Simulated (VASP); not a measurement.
# CsCu (P-3m1) in VASP: further runs

Runs on CsCu. Level: PBE. Tasks: single point.

All numbers are computed with VASP 6.6.1; they aren't measurements. Logs are shortened: lines on timing, memory, paths and dates and some standing lists are left out, and cuts for length are marked.

### Step 1. The cell of the first run

The structure is trigonal, space group P-3m1 (No. 164). The conventional cell has a = 4.338 Å, b = 4.338 Å, c = 10.931 Å, α = 90.00°, β = 90.00°, γ = 120.00°. Within 4.4 Å of Cs (site symmetry 3m) lie 4 Cu at 3.17 to 3.76 Å and 6 Cs at 4.34 Å. Cu (site symmetry 3m) has 3 Cu at 2.53 Å and 1 Cs at 3.17 Å within 3.3 Å.

The cell was built from a structure type or drawn by symmetry, and may not be a known phase.

### Step 2. Single point, PBE

File INCAR:

```
SYSTEM = CsCu
PREC     = Accurate       ! precision mode
ENCUT    = 520            ! plane-wave cutoff, eV
EDIFF    = 1E-6           ! SCF threshold, eV
ISMEAR   = 0              ! smearing method
SIGMA    = 0.1            ! smearing width, eV
LREAL    = .FALSE.        ! projectors in reciprocal space
LASPH    = .TRUE.         ! aspherical terms in the spheres
NELM     = 100            ! most SCF steps
ALGO     = Normal         ! electronic algorithm
ISIF     = 2              ! what is computed and relaxed
LWAVE    = .FALSE.        ! write WAVECAR
LCHARG   = .FALSE.        ! write CHGCAR
GGA      = PE             ! functional
NBANDS   = 28             ! bands
```

File KPOINTS:

```
regular mesh
0
G
  6 6 2
  0 0 0
```

File POSCAR:

```
CsCu
1.0
    4.3378405019     -0.0000000026      0.0000000000
   -2.1689202487      3.7566800736      0.0000000000
    0.0000000000      0.0000000000     10.9308580952
Cs Cu
2 2
Direct
    0.3333333333      0.6666666667      0.2732766090
    0.6666666667      0.3333333333      0.7267233910
    0.3333333333      0.6666666667      0.9832843980
    0.6666666667      0.3333333333      0.0167156020
```

Potentials or basis: VASP PAW PBE potentials, release 64 (Cs_sv, Cu).

On the command line:

```bash
cat potpaw_PBE.64/Cs_sv/POTCAR potpaw_PBE.64/Cu/POTCAR > POTCAR
mpirun -np 1 vasp_std > vasp.out
```

OUTCAR:

```text
SYSTEM = CsCu
   PREC = Accurate
   ENCUT = 520
   EDIFF = 1E-6
   ISMEAR = 0
   LREAL = .FALSE.
   LASPH = .TRUE.
   NELM = 100
   ISIF = 2
   GGA = PE

 ion  position               nearest neighbor table
   1  0.333  0.667  0.273-
   2  0.667  0.333  0.727-
   3  0.333  0.667  0.983-   4 2.53   4 2.53   4 2.53
   4  0.667  0.333  0.017-   3 2.53   3 2.53   3 2.53

  LATTYP: Found a hexagonal cell.
 ALAT       =     4.3378405019
 C/A-ratio  =     2.5198847423

  Lattice vectors:

 A1 = (   4.3378405019,  -0.0000000026,   0.0000000000)
 A2 = (  -2.1689202487,   3.7566800736,   0.0000000000)
 A3 = (   0.0000000000,   0.0000000000,  10.9308580952)

Analysis of symmetry for initial positions (statically):
=====================================================================
 Subroutine PRICEL returns:
 Original cell was already a primitive cell.

 Routine SETGRP: Setting up the symmetry group for a
 hexagonal supercell.

 Subroutine GETGRP returns: Found 12 space group operations
 (whereof 12 operations were pure point group operations)
 out of a pool of 24 trial point group operations.

The static configuration has the point symmetry D_3d.

Analysis of symmetry for dynamics (positions and initial velocities):
=====================================================================
 Subroutine PRICEL returns:
 Original cell was already a primitive cell.

 Routine SETGRP: Setting up the symmetry group for a
 hexagonal supercell.

 Subroutine GETGRP returns: Found 12 space group operations
 (whereof 12 operations were pure point group operations)
 out of a pool of 24 trial point group operations.

The dynamic configuration has the point symmetry D_3d.

 Subroutine INISYM returns: Found 12 space group operations
 (whereof 12 operations are pure point group operations),
 and found     1 'primitive' translations

----------------------------------------------------------------------------------------

                                     Primitive cell

  volume of cell :     178.1279

  direct lattice vectors                    reciprocal lattice vectors
     4.337840502 -0.000000003  0.000000000     0.230529454  0.133096242  0.000000000
    -2.168920249  3.756680074  0.000000000     0.000000000  0.266192484  0.000000000
     0.000000000  0.000000000 10.930858095     0.000000000  0.000000000  0.091484126

  length of vectors
     4.337840502  4.337840502 10.930858095     0.266192484  0.266192484  0.091484126

  position of ions in fractional coordinates (direct lattice)
     0.333333333  0.666666667  0.273276609
     0.666666667  0.333333333  0.726723391
     0.333333333  0.666666667  0.983284398
     0.666666667  0.333333333  0.016715602

  ion indices of the primitive-cell ions
   primitive index   ion index
                 1           1
                 2           2
                 3           3
                 4           4

----------------------------------------------------------------------------------------

 KPOINTS: regular mesh

Automatic generation of k-mesh.
 Grid dimensions read from file:
 generate k-points for:    6    6    2

 Generating k-lattice:

  Cartesian coordinates                     Fractional coordinates (reciprocal lattice)
     0.038421576  0.022182707  0.000000000     0.166666667  0.000000000  0.000000000
     0.000000000  0.044365414  0.000000000     0.000000000  0.166666667  0.000000000
     0.000000000  0.000000000  0.045742063     0.000000000  0.000000000  0.500000000

  Length of vectors
     0.044365414  0.044365414  0.045742063

  Shift w.r.t. Gamma in fractional coordinates (k-lattice)
     0.000000000  0.000000000  0.000000000

 Subroutine IBZKPT returns following result:
 ===========================================

 Found     14 irreducible k-points:

 Following reciprocal coordinates:
            Coordinates               Weight
  0.000000  0.000000  0.000000      1.000000
  0.166667  0.000000  0.000000      6.000000
  0.333333  0.000000  0.000000      6.000000
  0.500000  0.000000  0.000000      3.000000
  0.166667  0.166667  0.000000      6.000000
  0.333333  0.166667  0.000000     12.000000
  0.333333  0.333333  0.000000      2.000000
  0.000000  0.000000  0.500000      1.000000
  0.166667  0.000000  0.500000      6.000000
  0.333333  0.000000  0.500000      6.000000
  0.500000  0.000000  0.500000      3.000000
  0.166667  0.166667  0.500000      6.000000
  0.333333  0.166667  0.500000     12.000000
  0.333333  0.333333  0.500000      2.000000
   k-points           NKPTS =     14   k-points in BZ     NKDIM =     14   number of bands    NBANDS=     28
   number of dos      NEDOS =    301   number of ions     NIONS =      4
   total plane-waves  NPLWV =  86016
   dimension x,y,z NGX =    32 NGY =   32 NGZ =   84
   dimension x,y,z NGXF=    64 NGYF=   64 NGZF=  168
   ions per type =               2   2
   NGX,Y,Z   is equivalent  to a cutoff of  12.26, 12.26, 12.78 a.u.
   NGXF,Y,Z  is equivalent  to a cutoff of  24.53, 24.53, 25.55 a.u.
 SYSTEM =  CsCu
   PREC   = accura    normal or accurate (medium, high low for compatibility)
   ISTART =      0    job   : 0-new  1-cont  2-samecut
   ICHARG =      2    charge: 1-file 2-atom 10-const
   ISPIN  =      1    spin polarized calculation?
   LNONCOLLINEAR =      F non collinear calculations
   LSORBIT =      F    spin-orbit coupling
   LASPH  =      T    aspherical Exc in radial PAW
   ENCUT  =  520.0 eV  38.22 Ry    6.18 a.u.   8.07  8.07 20.32*2*pi/ulx,y,z
   NELM   =    100;   NELMIN=  2; NELMDL= -5     # of ELM steps
   EDIFF  = 0.1E-05   stopping-criterion for ELM
   LREAL  =      F    real-space projection
   EDIFFG = 0.1E-04   stopping-criterion for IOM
   NSW    =      0    number of steps for IOM
   IBRION =     -1    ionic relax: 0-MD 1-quasi-New 2-CG
   NFREE  =      0    steps in history (QN), initial steepest desc. (CG)
   ISIF   =      2    stress and relaxation
   ISYM   =      2    0-nonsym 1-usesym 2-fastsym
   POTIM  = 0.5000    time-step for ionic-motion
   TEBEG  =    0.0;   TEEND  =   0.0 temperature during run
   PSTRESS=    0.0 pullay stress
   NELECT =      40.0000    total number of electrons
   NUPDOWN=      -1.0000    fix difference up-down
   EMIN   =  10.00;   EMAX   =-10.00  energy-range for DOS
   EFERMI =   0.00;   METHOD = LEGACY
[... 37 lines left out ...]
 fundamental gap:      0.0258781009
 Fermi energy:         2.0017925258

 k-point     1 :       0.0000    0.0000    0.0000
  band No.  band energies     occupation
      1     -21.4880      2.00000
      2     -21.4847      2.00000
      3      -8.4102      2.00000
      4      -8.2696      2.00000
      5      -7.9841      2.00000
      6      -7.9841      2.00000
[... 20 lines left out ...]
     27       5.2664      0.00000
     28       6.4167      0.00000

 k-point     2 :       0.1667    0.0000    0.0000
  band No.  band energies     occupation
      1     -21.4680      2.00000
      2     -21.4651      2.00000
      3      -8.3613      2.00000
      4      -8.2402      2.00000
      5      -8.2064      2.00000
      6      -8.2029      2.00000
[... 20 lines left out ...]
     27       5.4815      0.00000
     28       5.8123      0.00000

 k-point     3 :       0.3333    0.0000    0.0000
  band No.  band energies     occupation
      1     -21.4273      2.00000
      2     -21.4254      2.00000
      3      -8.6117      2.00000
      4      -8.6046      2.00000
      5      -8.2563      2.00000
      6      -8.1788      2.00000
[... 20 lines left out ...]
     27       4.9628      0.00000
     28       6.0871      0.00000

 k-point     4 :       0.5000    0.0000    0.0000
  band No.  band energies     occupation
      1     -21.4065      2.00000
      2     -21.4054      2.00000
      3      -8.7968      2.00000
      4      -8.7884      2.00000
      5      -8.1955      2.00000
      6      -8.1710      2.00000
[... 20 lines left out ...]
     27       5.2747      0.00000
     28       6.1601      0.00000

 k-point     5 :       0.1667    0.1667    0.0000
  band No.  band energies     occupation
      1     -21.4376      2.00000
      2     -21.4354      2.00000
      3      -8.4748      2.00000
      4      -8.4709      2.00000
      5      -8.2840      2.00000
      6      -8.1929      2.00000
[... 20 lines left out ...]
     27       4.5719      0.00000
     28       6.3175      0.00000

 k-point     6 :       0.3333    0.1667    0.0000
  band No.  band energies     occupation
      1     -21.4065      2.00000
      2     -21.4054      2.00000
      3      -8.6993      2.00000
      4      -8.6921      2.00000
      5      -8.2878      2.00000
      6      -8.2818      2.00000
[... 20 lines left out ...]
     27       4.9184      0.00000
     28       5.5988      0.00000

 k-point     7 :       0.3333    0.3333    0.0000
  band No.  band energies     occupation
      1     -21.3958      2.00000
      2     -21.3958      2.00000
      3      -8.5634      2.00000
      4      -8.5634      2.00000
      5      -8.5574      2.00000
      6      -8.5443      2.00000
[... 20 lines left out ...]
     27       4.6471      0.00000
     28       5.0731      0.00000

 k-point     8 :       0.0000    0.0000    0.5000
  band No.  band energies     occupation
      1     -21.4873      2.00000
      2     -21.4854      2.00000
      3      -8.3484      2.00000
      4      -8.3347      2.00000
      5      -7.9847      2.00000
      6      -7.9847      2.00000
[... 20 lines left out ...]
     27       5.3173      0.00000
     28       6.5909      0.00000

 k-point     9 :       0.1667    0.0000    0.5000
  band No.  band energies     occupation
      1     -21.4674      2.00000
      2     -21.4657      2.00000
      3      -8.3086      2.00000
      4      -8.2983      2.00000
      5      -8.2042      2.00000
      6      -8.2018      2.00000
[... 20 lines left out ...]
     27       5.4389      0.00000
     28       5.8393      0.00000

 k-point    10 :       0.3333    0.0000    0.5000
  band No.  band energies     occupation
      1     -21.4269      2.00000
      2     -21.4258      2.00000
      3      -8.6121      2.00000
      4      -8.6059      2.00000
      5      -8.2222      2.00000
      6      -8.2115      2.00000
[... 20 lines left out ...]
     27       4.9134      0.00000
     28       5.7631      0.00000

 k-point    11 :       0.5000    0.0000    0.5000
  band No.  band energies     occupation
      1     -21.4062      2.00000
      2     -21.4056      2.00000
      3      -8.7968      2.00000
      4      -8.7895      2.00000
      5      -8.1774      2.00000
      6      -8.1720      2.00000
[... 20 lines left out ...]
     27       4.7088      0.00000
     28       6.1945      0.00000

 k-point    12 :       0.1667    0.1667    0.5000
  band No.  band energies     occupation
      1     -21.4371      2.00000
      2     -21.4358      2.00000
      3      -8.4746      2.00000
      4      -8.4738      2.00000
      5      -8.2439      2.00000
      6      -8.2316      2.00000
[... 20 lines left out ...]
     27       4.9625      0.00000
     28       5.0591      0.00000

 k-point    13 :       0.3333    0.1667    0.5000
  band No.  band energies     occupation
      1     -21.4063      2.00000
      2     -21.4057      2.00000
      3      -8.6992      2.00000
      4      -8.6934      2.00000
      5      -8.2886      2.00000
      6      -8.2821      2.00000
[... 20 lines left out ...]
     27       4.8470      0.00000
     28       5.3416      0.00000

 k-point    14 :       0.3333    0.3333    0.5000
  band No.  band energies     occupation
      1     -21.3958      2.00000
      2     -21.3958      2.00000
      3      -8.5644      2.00000
      4      -8.5644      2.00000
      5      -8.5566      2.00000
      6      -8.5450      2.00000
[... 20 lines left out ...]
     27       4.7155      0.00000
     28       4.7440      0.00000

------------------------ aborting loop because EDIFF is reached ----------------------------------------

  FORCE on cell =-STRESS in cart. coord.  units (eV):
  Direction    XX          YY          ZZ          XY          YZ          ZX
  --------------------------------------------------------------------------------------
  -------------------------------------------------------------------------------------
  Total        0.0777241      0.0777241      0.0516491     -0.0000000      0.0000000     -0.0000000
  in kB        0.6990920      0.6990920      0.4645595     -0.0000000      0.0000000     -0.0000000
  external PRESSURE =       0.6209145 kB  Pullay stress =       0.0000000 kB

 VOLUME and BASIS-vectors are now :
 -----------------------------------------------------------------------------
  energy-cutoff  :      520.00
  volume of cell :      178.13
      direct lattice vectors                 reciprocal lattice vectors
     4.337840502 -0.000000003  0.000000000     0.230529454  0.133096242  0.000000000
    -2.168920249  3.756680074  0.000000000     0.000000000  0.266192484  0.000000000
     0.000000000  0.000000000 10.930858095     0.000000000  0.000000000  0.091484126

 POSITION                                       TOTAL-FORCE (eV/Angst)
 -----------------------------------------------------------------------------------
      0.00000      2.50445      2.98715         0.000000     -0.000000      0.023165
      2.16892      1.25223      7.94371         0.000000     -0.000000     -0.023165
      0.00000      2.50445     10.74814        -0.000000      0.000000      0.006194
      2.16892      1.25223      0.18272         0.000000     -0.000000     -0.006194
 -----------------------------------------------------------------------------------
    total drift:                               -0.000000      0.000000      0.000000

  FREE ENERGIE OF THE ION-ELECTRON SYSTEM (eV)
  ---------------------------------------------------
  free  energy   TOTEN  =        -7.3313545854 eV

  energy  without entropy=       -7.3203300056  energy(sigma->0) =       -7.32584230
```

It took 89 s on 1 thread of Intel Xeon 8259CL, shared host; peak memory 0.3 GiB.

What came out:

```
Free energy            : -7.3314 eV
Pressure               : 0.1 GPa
Largest force          : 0.023 eV/Å
Band gap on the k mesh : zero (bands 20 and 21 overlap by 0.75 eV)
```

Forces on the atoms (eV/Å):
```
Cs   0.000  0.000  0.023
Cs   0.000  0.000 -0.023
Cu   0.000  0.000  0.006
Cu   0.000  0.000 -0.006
```

Levels at points of the mesh, in eV from the Fermi level:
| k point | band 17 | band 18 | band 19 | band 20 | band 21 | band 22 | band 23 | band 24 |
| --- | --- | --- | --- | --- | --- | --- | --- | --- |
| (0.00, 0.00, 0.00) | -1.96 | -1.66 | -1.66 | -0.73 | -0.72 | 1.15 | 1.84 | 3.26 |
| (0.50, 0.00, 0.00) | -1.67 | -1.41 | -1.26 | -0.89 | 0.44 | 0.80 | 1.23 | 1.54 |
| (0.00, 0.00, 0.50) | -1.96 | -1.66 | -1.66 | -1.47 | 0.09 | 0.93 | 1.96 | 3.19 |
| (0.50, 0.00, 0.50) | -1.67 | -1.41 | -1.30 | -0.90 | 0.49 | 0.88 | 1.16 | 1.98 |

Caveat: spin-orbit coupling is left out, which moves the levels of the heavy elements.

### Step 3. Single point, PBE

This run uses another cell than the first one, of 67.14 Å³/atom.

File INCAR:

```
SYSTEM = CsCu
ALGO = Fast
EDIFF = 1E-6
ENCUT = 520
GGA = PE
ISIF = 2
ISMEAR = 0
LASPH = .TRUE.
LCHARG = .FALSE.
LREAL = .FALSE.
LWAVE = .FALSE.
NBANDS = 28
NELM = 100
PREC = Accurate
SIGMA = 0.1
```

File KPOINTS:

```
k-points
0
G
  6 6 2
  0 0 0
```

File POSCAR:

```
CsCu
1.0
    4.7657287700      0.0000000000      0.0000000000
   -2.3828643800      4.1272421800      0.0000000000
    0.0000000000      0.0000000000     13.6544902100
Cs Cu
2 2
Direct
    0.3333333300      0.6666666700      0.3262824000
    0.6666666700      0.3333333300      0.6737176000
    0.3333333300      0.6666666700      0.9040187200
    0.6666666700      0.3333333300      0.0959812800
```

Potentials or basis: VASP PAW PBE potentials, release 64 (Cs_sv, Cu).

On the command line:

```bash
cat potpaw_PBE.64/Cs_sv/POTCAR potpaw_PBE.64/Cu/POTCAR > POTCAR
mpirun -np 1 vasp_std > vasp.out
```

Wall time 4.4 min (1 thread of Intel Xeon 8259CL, shared host); peak memory 0.4 GiB.

The run converged. Its results:

```yaml
Free_energy: -4.7954 eV
Pressure: -1.1 GPa
Largest_force: 0.566 eV/Å
Band_gap_on_the_k_mesh: zero (bands 20 and 21 overlap by 0.74 eV)
```

Forces on the atoms (eV/Å):
```
Cs   0.000  0.000 -0.566
Cs   0.000  0.000  0.566
Cu   0.000  0.000  0.052
Cu   0.000  0.000 -0.052
```

Stress tensor (GPa, compression positive):
```
-0.25  0.00  0.00
 0.00 -0.25  0.00
 0.00  0.00 -2.82
```

Levels at points of the mesh, in eV from the Fermi level:
| k point | band 17 | band 18 | band 19 | band 20 | band 21 | band 22 | band 23 | band 24 |
| --- | --- | --- | --- | --- | --- | --- | --- | --- |
| (0.00, 0.00, 0.00) | -0.73 | -0.71 | -0.71 | -0.69 | -0.69 | 0.77 | 1.45 | 3.07 |
| (0.50, 0.00, 0.00) | -0.70 | -0.66 | -0.34 | -0.12 | 0.65 | 0.69 | 1.17 | 1.77 |
| (0.00, 0.00, 0.50) | -0.71 | -0.71 | -0.69 | -0.69 | -0.03 | 0.03 | 1.79 | 2.93 |
| (0.50, 0.00, 0.50) | -0.70 | -0.66 | -0.36 | -0.05 | 0.50 | 0.72 | 1.25 | 1.89 |

Caveat: spin-orbit coupling is left out, which moves the levels of the heavy elements.

### Step 4. Single point, PBE

This run uses another cell than the first one, of 44.08 Å³/atom.

File INCAR:

```
SYSTEM = CsCu
PREC = Accurate
ENCUT = 520
EDIFF = 1E-7
ISMEAR = 0
SIGMA = 0.1
LREAL = .False.
LASPH = .True.
NELM = 60
ALGO = Fast
ISIF = 2
LWAVE = .False.
LCHARG = .False.
GGA = PE
NBANDS = 28
```

File KPOINTS:

```
regular mesh
0
Gamma
  12 12 4
  0 0 0
```

File POSCAR:

```
CsCu
1.0
    4.3341538783      0.0000000000      0.0000000000
   -2.1670769392      3.7534873625      0.0000000000
    0.0000000000      0.0000000000     10.8371040490
Cs Cu
2 2
Direct
    0.3333333333      0.6666666667      0.2753150355
    0.6666666667      0.3333333333      0.7246849645
    0.3333333333      0.6666666667      0.9845692725
    0.6666666667      0.3333333333      0.0154307275
```

On the command line:

```bash
cat potpaw_PBE.64/Cs_sv/POTCAR potpaw_PBE.64/Cu/POTCAR > POTCAR
mpirun -np 1 vasp_std > vasp.out
```

Run time: 11 min. Hardware: 1 thread of Intel Xeon 8259CL, shared host; peak memory 0.48 GiB.

It converged, with:

* Free energy: -7.3244 eV
* Pressure: 0.1 GPa
* Largest force: 0.027 eV/Å
* Band gap on the k mesh: zero (bands 20 and 21 overlap by 0.92 eV)

Forces on the atoms (eV/Å):
```
Cs   0.000  0.000  0.027
Cs   0.000  0.000 -0.027
Cu   0.000  0.000 -0.022
Cu   0.000  0.000  0.022
```

Levels at points of the mesh, in eV from the Fermi level:
```csv
k point,band 16,band 17,band 18,band 19,band 20,band 21,band 22,band 23,band 24,band 25
"(0.00, 0.00, 0.00)",-2.09,-2.07,-1.79,-1.79,-0.80,-0.80,1.10,1.73,3.17,3.17
"(0.50, 0.00, 0.00)",-2.03,-1.77,-1.52,-1.39,-0.99,0.35,0.71,1.14,1.46,2.39
"(0.00, 0.00, 0.50)",-2.09,-2.07,-1.79,-1.79,-1.56,0.01,0.90,1.86,3.09,3.09
"(0.50, 0.00, 0.50)",-2.03,-1.77,-1.52,-1.42,-1.00,0.40,0.78,1.07,1.92,2.46
```

Caveat: spin-orbit coupling is left out, which moves the levels of the heavy elements.

### Step 5. Summary

```csv
cell,k mesh,gap on the mesh (eV),pressure (GPa),largest force (eV/Å)
"a = 4.338, b = 4.338, c = 10.931 Å, angles 90.0, 90.0, 120.0°, 4 atoms, atomic positions A",6 × 6 × 2,none,0.1,0.02
"a = 4.766, b = 4.766, c = 13.654 Å, angles 90.0, 90.0, 120.0°, 4 atoms, atomic positions B",6 × 6 × 2,none,-1.1,0.57
"a = 4.334, b = 4.334, c = 10.837 Å, angles 90.0, 90.0, 120.0°, 4 atoms, atomic positions C",12 × 12 × 4,none,0.1,0.03
```

Alike in all rows: task single point; level PBE; potentials or basis VASP PAW PBE potentials, release 64 (Cs_sv, Cu); no spin polarisation; cutoff (eV) 520; smearing gaussian 0.1 eV.

Caveats: spin-orbit coupling is left out, which moves the levels of the heavy elements.

Total energies depend on the potentials used, so only differences within one code and one set of settings carry meaning.
